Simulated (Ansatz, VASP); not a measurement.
F in VASP and in Ansatz

File INCAR:

```
PREC = Accurate
ENCUT = 520
EDIFF = 1E-8
ISMEAR = -1
SIGMA = 0.05
LREAL = False
LASPH = True
NELM = 100
ALGO = Normal
ISIF = 2
LWAVE = False
LCHARG = False
GGA = PE
LEFG = True
NBANDS = 10
```

The input KPOINTS:

```
regular mesh
0
Gamma
  16 16 16
```

The input POSCAR:

```
F
1.0
    0.0000000000      1.7286607873      1.7286607873
    1.7286607873      0.0000000000      1.7286607873
    1.7286607873      1.7286607873      0.0000000000
F
1
Direct
    0.0000000000      0.0000000000      0.0000000000
```

Input for Ansatz:

```yaml
crystal:
  lattice:
    - [0.0, 1.7286607873, 1.7286607873]
    - [1.7286607873, 0.0, 1.7286607873]
    - [1.7286607873, 1.7286607873, 0.0]
  atoms:
    - { symbol: F, position: [0.0, 0.0, 0.0] }
kpoints:
  mp_grid: { grid: [16, 16, 16] }
scf:
  occupations: { method: fermi_dirac, width: 0.05 }
hamiltonian:
  xc: pbe
  pseudopotentials: { kind: paw }
output:
  forces: true
  stress: true
  eigenvalues: true
  efg: { contact_densities: true }
```

Change from the starting cell: volume scaled by 1.02, PAW files.

Alike in both runs: task electric field gradients; functional PBE; k mesh 16 × 16 × 16; occupations fermi-dirac, width 0.05 eV; no spin polarisation.

```csv
,VASP,Ansatz
version,VASP 6.6.1,Ansatz 0.2.0
potentials or method,"VASP PAW PBE potentials, release 64 (F)","PAW with Ansatz's default frozen-core files, scalar-relativistic"
plane-wave cutoff (eV),520,420
valence electrons in the cell,7,7
```

```csv
,VASP,Ansatz,Ansatz less VASP
pressure (GPa),-1.6,-1.0,+0.60
```
